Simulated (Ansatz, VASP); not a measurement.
## Ge: VASP beside Ansatz

The input INCAR:

```
PREC = Accurate
ENCUT = 520
EDIFF = 1E-6
ISMEAR = 0
SIGMA = 0.1
LREAL = F
LASPH = T
NELM = 100
ALGO = Normal
ISIF = 2
LWAVE = F
LCHARG = F
LDIPOL = T
IDIPOL = 3
DIPOL = 0.5 0.5 0.500
NBANDS = 21
```

File KPOINTS:

```
Automatic mesh
0
Gamma
  12 12 1
```

The input POSCAR:

```
Ge
1.0
    4.0850000000      0.0000000000      0.0000000000
   -2.0425000000      3.5377137745      0.0000000000
    0.0000000000      0.0000000000     28.0000000000
Ge
2
Direct
    0.3333333333      0.6666666667      0.5051071429
    0.6666666667      0.3333333333      0.4948928571
```

Input for Ansatz:

```yaml
crystal:
  lattice:
    - [4.085, 0.0, 0.0]
    - [-2.0425, 3.5377137745, 0.0]
    - [0.0, 0.0, 28.0]
  atoms:
    - { symbol: Ge, position: [0.3333333333, 0.6666666667, 0.5051071429] }
    - { symbol: Ge, position: [0.6666666667, 0.3333333333, 0.4948928571] }
  periodic: [true, true, false]
basis:
  ecutwfc: 420
kpoints:
  mp_grid: { grid: [12, 12, 1] }
hamiltonian:
  xc: lda
  pseudopotentials: { kind: paw, azcp: { folder: soft_1 } }
scf:
  occupations: { method: gaussian, width: 0.1 }
output:
  forces: true
  stress: true
  eigenvalues: true
```

Alike in both runs: task single point; functional LDA; k mesh 12 × 12 × 1; occupations gaussian, width 0.1 eV; no spin polarisation.

|  | VASP | Ansatz |
| --- | --- | --- |
| version | VASP 6.6.1 | Ansatz 0.2.0 |
| potentials or method | VASP PAW LDA potentials, release 64 (Ge_d), cutoff 520 eV | scalar-relativistic, plane waves, PAW |
| valence electrons in the cell | 28 | 28 |

|  | VASP | Ansatz | Ansatz less VASP |
| --- | --- | --- | --- |
| gap on the k mesh at the Fermi level (eV) | none | none | - |
| rms of the force components (eV/Å) | 0.253 | 0.256 | +0.0032 |

Ansatz warns that its potentials were made for another functional, while VASP's fit it. LDA's correlation is that of Perdew and Zunger in VASP and of Perdew and Wang (1992) in Ansatz. Atom by atom the forces differ by 0.003 eV/Å (rms over components). A gap of «none» marks a metal or a gap that the smearing closes.
